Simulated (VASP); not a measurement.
# InSb (CsCl type) (Pm-3m) in VASP: notebook

Runs on InSb (CsCl type). Level: PBE. Tasks: single point.

Everything below comes from runs of VASP 6.6.1. Logs are shortened: lines on timing, memory, paths and dates and some standing lists are left out, and cuts for length are marked.

### Step 1. The cell of the first run

Symmetry: Pm-3m, No. 221, cubic system. The conventional cell has a = 3.119 Å, b = 3.119 Å, c = 3.119 Å, α = 90.00°, β = 90.00°, γ = 90.00°. Within 3.6 Å of In (site symmetry m-3m) lie 8 Sb at 2.70 Å and 6 In at 3.12 Å. Within 3.6 Å of Sb (site symmetry m-3m) lie 8 In at 2.70 Å and 6 Sb at 3.12 Å.

### Step 2. Single point, PBE (volume scaled by 0.55)

INCAR

```
SYSTEM = InSb
PREC = Accurate ; ENCUT = 520
EDIFF = 1E-6 ; ISMEAR = -1
SIGMA = 0.08 ; LREAL = .FALSE.
LASPH = .TRUE. ; NELM = 80
ALGO = Normal ; ISIF = 2
LWAVE = .FALSE. ; LCHARG = .FALSE.
GGA = PE ; NBANDS = 16
```

KPOINTS

```
Automatic mesh
0
G
  11 11 11
  0 0 0
```

POSCAR

```
InSb
1.0
    3.1185572889      0.0000000000      0.0000000000
    0.0000000000      3.1185572889      0.0000000000
    0.0000000000      0.0000000000      3.1185572889
In Sb
1 1
Direct
    0.0000000000      0.0000000000      0.0000000000
    0.5000000000      0.5000000000      0.5000000000
```

Potentials or basis: VASP PAW PBE potentials, release 64 (In_d, Sb).

The run is started by

```console
$ cat potpaw_PBE.64/In_d/POTCAR potpaw_PBE.64/Sb/POTCAR > POTCAR
$ mpirun -np 1 vasp_std > vasp.out
```

OUTCAR:

```text
SYSTEM = InSb
   PREC = Accurate
   ENCUT = 520
   EDIFF = 1E-6
   ISMEAR = -1
   LREAL = .FALSE.
   LASPH = .TRUE.
   NELM = 80
   ISIF = 2
   GGA = PE

 ion  position               nearest neighbor table
   1  0.000  0.000  0.000-   2 2.70   2 2.70   2 2.70   2 2.70   2 2.70   2 2.70   2 2.70   2 2.70

   2  0.500  0.500  0.500-   1 2.70   1 2.70   1 2.70   1 2.70   1 2.70   1 2.70   1 2.70   1 2.70

  LATTYP: Found a simple cubic cell.
 ALAT       =     3.1185572889

  Lattice vectors:

 A1 = (   3.1185572889,   0.0000000000,   0.0000000000)
 A2 = (   0.0000000000,   3.1185572889,   0.0000000000)
 A3 = (   0.0000000000,   0.0000000000,   3.1185572889)

Analysis of symmetry for initial positions (statically):
=====================================================================
 Subroutine PRICEL returns:
 Original cell was already a primitive cell.

 Routine SETGRP: Setting up the symmetry group for a
 simple cubic supercell.

 Subroutine GETGRP returns: Found 48 space group operations
 (whereof 48 operations were pure point group operations)
 out of a pool of 48 trial point group operations.

The static configuration has the point symmetry O_h .

Analysis of symmetry for dynamics (positions and initial velocities):
=====================================================================
 Subroutine PRICEL returns:
 Original cell was already a primitive cell.

 Routine SETGRP: Setting up the symmetry group for a
 simple cubic supercell.

 Subroutine GETGRP returns: Found 48 space group operations
 (whereof 48 operations were pure point group operations)
 out of a pool of 48 trial point group operations.

The dynamic configuration has the point symmetry O_h .

 Subroutine INISYM returns: Found 48 space group operations
 (whereof 48 operations are pure point group operations),
 and found     1 'primitive' translations

----------------------------------------------------------------------------------------

                                     Primitive cell

  volume of cell :      30.3292

  direct lattice vectors                    reciprocal lattice vectors
     3.118557289  0.000000000  0.000000000     0.320661097  0.000000000  0.000000000
     0.000000000  3.118557289  0.000000000     0.000000000  0.320661097  0.000000000
     0.000000000  0.000000000  3.118557289     0.000000000  0.000000000  0.320661097

  length of vectors
     3.118557289  3.118557289  3.118557289     0.320661097  0.320661097  0.320661097

  position of ions in fractional coordinates (direct lattice)
     0.000000000  0.000000000  0.000000000
     0.500000000  0.500000000  0.500000000

  ion indices of the primitive-cell ions
   primitive index   ion index
                 1           1
                 2           2

----------------------------------------------------------------------------------------

 KPOINTS: Automatic mesh

Automatic generation of k-mesh.
 Grid dimensions read from file:
 generate k-points for:   11   11   11

 Generating k-lattice:

  Cartesian coordinates                     Fractional coordinates (reciprocal lattice)
     0.029151009  0.000000000  0.000000000     0.090909091  0.000000000  0.000000000
     0.000000000  0.029151009  0.000000000     0.000000000  0.090909091  0.000000000
     0.000000000  0.000000000  0.029151009     0.000000000  0.000000000  0.090909091

  Length of vectors
     0.029151009  0.029151009  0.029151009

  Shift w.r.t. Gamma in fractional coordinates (k-lattice)
     0.000000000  0.000000000  0.000000000

 Subroutine IBZKPT returns following result:
 ===========================================

 Found     56 irreducible k-points:

 Following reciprocal coordinates:
            Coordinates               Weight
  0.000000  0.000000  0.000000      1.000000
  0.090909  0.000000  0.000000      6.000000
  0.181818  0.000000  0.000000      6.000000
  0.272727  0.000000  0.000000      6.000000
  0.363636  0.000000  0.000000      6.000000
  0.454545  0.000000  0.000000      6.000000
[... 16 lines left out ...]
  0.181818  0.090909  0.090909     24.000000
  0.272727  0.090909  0.090909     24.000000
 [... further k-points ...]
   k-points           NKPTS =     56   k-points in BZ     NKDIM =     56   number of bands    NBANDS=     16
   number of dos      NEDOS =    301   number of ions     NIONS =      2
   total plane-waves  NPLWV =  13824
   dimension x,y,z NGX =    24 NGY =   24 NGZ =   24
   dimension x,y,z NGXF=    48 NGYF=   48 NGZF=   48
   ions per type =               1   1
   NGX,Y,Z   is equivalent  to a cutoff of  12.79, 12.79, 12.79 a.u.
   NGXF,Y,Z  is equivalent  to a cutoff of  25.59, 25.59, 25.59 a.u.
 SYSTEM =  InSb
   PREC   = accura    normal or accurate (medium, high low for compatibility)
   ISTART =      0    job   : 0-new  1-cont  2-samecut
   ICHARG =      2    charge: 1-file 2-atom 10-const
   ISPIN  =      1    spin polarized calculation?
   LNONCOLLINEAR =      F non collinear calculations
   LSORBIT =      F    spin-orbit coupling
   LASPH  =      T    aspherical Exc in radial PAW
   ENCUT  =  520.0 eV  38.22 Ry    6.18 a.u.   5.80  5.80  5.80*2*pi/ulx,y,z
   NELM   =     80;   NELMIN=  2; NELMDL= -5     # of ELM steps
   EDIFF  = 0.1E-05   stopping-criterion for ELM
   LREAL  =      F    real-space projection
   EDIFFG = 0.1E-04   stopping-criterion for IOM
   NSW    =      0    number of steps for IOM
   IBRION =     -1    ionic relax: 0-MD 1-quasi-New 2-CG
   NFREE  =      0    steps in history (QN), initial steepest desc. (CG)
   ISIF   =      2    stress and relaxation
   ISYM   =      2    0-nonsym 1-usesym 2-fastsym
   POTIM  = 0.5000    time-step for ionic-motion
   TEBEG  =    0.0;   TEEND  =   0.0 temperature during run
   PSTRESS=    0.0 pullay stress
   NELECT =      18.0000    total number of electrons
   NUPDOWN=      -1.0000    fix difference up-down
   EMIN   =  10.00;   EMAX   =-10.00  energy-range for DOS
   EFERMI =   0.00;   METHOD = LEGACY
   ISMEAR =    -1;   SIGMA  =   0.08  broadening in eV -4-tet -1-fermi 0-gaus
   EFERMI_NEDOS =   21; number of points for ismear=-14 and -15
   IALGO  =     38    algorithm
   IMIX   =      4    mixing-type and parameters
     AMIX     =   0.40;   BMIX     =  1.00
     AMIX_MAG =   1.60;   BMIX_MAG =  1.00
  volume/ion in A,a.u.               =      15.16       102.34
  Fermi-wavevector in a.u.,A,eV,Ry     =   1.375768  2.599825 25.752266  1.892738
  Thomas-Fermi vector in A             =   2.501074
   LORBIT       =      0    0 simple, 1 ext, 2 COOP (PROOUT), +10 PAW based schemes
   GGA     = PE    functional components
   LHFCALC =     F    Hartree Fock is set to
   AEXX    =    0.0000 exact exchange contribution
   IVDW    =     0    specifies the selected vdW correction
   LEPSILON=     F    determine dielectric tensor
   LRPA    =     F    only Hartree local field effects (RPA)
 non-spin polarized calculation
  energy-cutoff  :      520.00
  volume of cell :       30.33
 maximum number of plane-waves:       840
 NGX is ok and might be reduce to    24
   NGX = 11   NGY = 11   NGZ = 11

 number of electron      17.9999994 magnetization

 Free energy of the ion-electron system (eV)
  ---------------------------------------------------
  ext. energy  EPLUGINS =         0.00000000
  ---------------------------------------------------
  free energy    TOTEN  =        -1.38798895 eV

  energy without entropy =       -1.36759026  energy(sigma->0) =       -1.37778960

 E-fermi :  17.2161     XC(G=0): -13.0446

 val. band max:       17.1769128192   @ k =   0.3636   0.2727   0.0000
 cond. band min:      17.2619899854   @ k =   0.4545   0.3636   0.1818
 fundamental gap:      0.0850771661
 Fermi energy:        17.2161415105

 k-point     1 :       0.0000    0.0000    0.0000
  band No.  band energies     occupation
      1       0.0427      2.00000
      2       0.8455      2.00000
      3       0.8455      2.00000
      4       1.4950      2.00000
      5       1.4950      2.00000
      6       1.4950      2.00000
[... 8 lines left out ...]
     15      29.8104      0.00000
     16      32.3617      0.00000

 k-point     2 :       0.0909    0.0000    0.0000
  band No.  band energies     occupation
      1       0.1812      2.00000
      2       0.8489      2.00000
      3       0.8820      2.00000
      4       1.4675      2.00000
      5       1.4675      2.00000
      6       1.4944      2.00000
[... 8 lines left out ...]
     15      29.3745      0.00000
     16      31.0213      0.00000

 k-point     3 :       0.1818    0.0000    0.0000
  band No.  band energies     occupation
      1       0.5652      2.00000
      2       0.8582      2.00000
      3       1.0115      2.00000
      4       1.3950      2.00000
      5       1.3950      2.00000
      6       1.4931      2.00000
[... 8 lines left out ...]
     15      27.7993      0.00000
     16      28.8867      0.00000

 k-point     4 :       0.2727    0.0000    0.0000
  band No.  band energies     occupation
      1       0.8704      2.00000
      2       0.9219      2.00000
      3       1.3028      2.00000
      4       1.3028      2.00000
      5       1.4708      2.00000
      6       1.4913      2.00000
[... 8 lines left out ...]
     15      26.7287      0.00000
     16      27.8903      0.00000
[... 324 lines left out ...]
 k-point    22 :       0.0909    0.0909    0.0909
  band No.  band energies     occupation
      1       0.4384      2.00000
      2       0.9049      2.00000
      3       0.9049      2.00000
      4       1.4470      2.00000
      5       1.4503      2.00000
      6       1.4503      2.00000
[... 8 lines left out ...]
     15      28.3609      0.00000
     16      30.1827      0.00000

 k-point    23 :       0.1818    0.0909    0.0909
  band No.  band energies     occupation
      1       0.7420      2.00000
      2       0.9153      2.00000
      3       1.0201      2.00000
      4       1.3748      2.00000
      5       1.4487      2.00000
      6       1.4862      2.00000
[... 8 lines left out ...]
     15      28.1341      0.00000
     16      29.8161      0.00000

 k-point    24 :       0.2727    0.0909    0.0909
  band No.  band energies     occupation
      1       0.9294      2.00000
      2       0.9518      2.00000
      3       1.1413      2.00000
      4       1.2784      2.00000
      5       1.4522      2.00000
      6       1.8976      2.00000
[... 8 lines left out ...]
     15      28.0812      0.00000
     16      28.5924      0.00000

 [... further k-points ...]
[... 5 lines left out ...]
  --------------------------------------------------------------------------------------
  -------------------------------------------------------------------------------------
  Total       22.5874521     22.5874521     22.5874521     -0.0000000     -0.0000000      0.0000000
  in kB     1193.2093472   1193.2093472   1193.2093472     -0.0000000     -0.0000000      0.0000000
  external PRESSURE =    1193.2093472 kB  Pullay stress =       0.0000000 kB

 VOLUME and BASIS-vectors are now :
 -----------------------------------------------------------------------------
  energy-cutoff  :      520.00
  volume of cell :       30.33
      direct lattice vectors                 reciprocal lattice vectors
     3.118557289  0.000000000  0.000000000     0.320661097  0.000000000  0.000000000
     0.000000000  3.118557289  0.000000000     0.000000000  0.320661097  0.000000000
     0.000000000  0.000000000  3.118557289     0.000000000  0.000000000  0.320661097

 POSITION                                       TOTAL-FORCE (eV/Angst)
 -----------------------------------------------------------------------------------
      0.00000      0.00000      0.00000         0.000000      0.000000      0.000000
      1.55928      1.55928      1.55928         0.000000      0.000000      0.000000
 -----------------------------------------------------------------------------------
    total drift:                                0.000000      0.000000      0.000000

  FREE ENERGIE OF THE ION-ELECTRON SYSTEM (eV)
  ---------------------------------------------------
  free  energy   TOTEN  =        -1.3879889478 eV

  energy  without entropy=       -1.3675902559  energy(sigma->0) =       -1.37778960
```

Run time: 14 s. Hardware: 1 thread of Intel Xeon Platinum 8259CL at 2.50GHz (Skylake/Cascade Lake), shared host; peak memory 0.16 GiB.

What came out:

| Quantity | Value |
| --- | --- |
| Free energy | -1.3880 eV |
| Pressure | 119.3 GPa |
| Band gap on the k mesh | zero (band 9 reaches 19.72 eV, above the bottom of band 10 at 14.44 eV) |

Caveat: spin-orbit coupling is left out, which moves the levels of the heavy elements.

(Continued in part 2 of 2.)
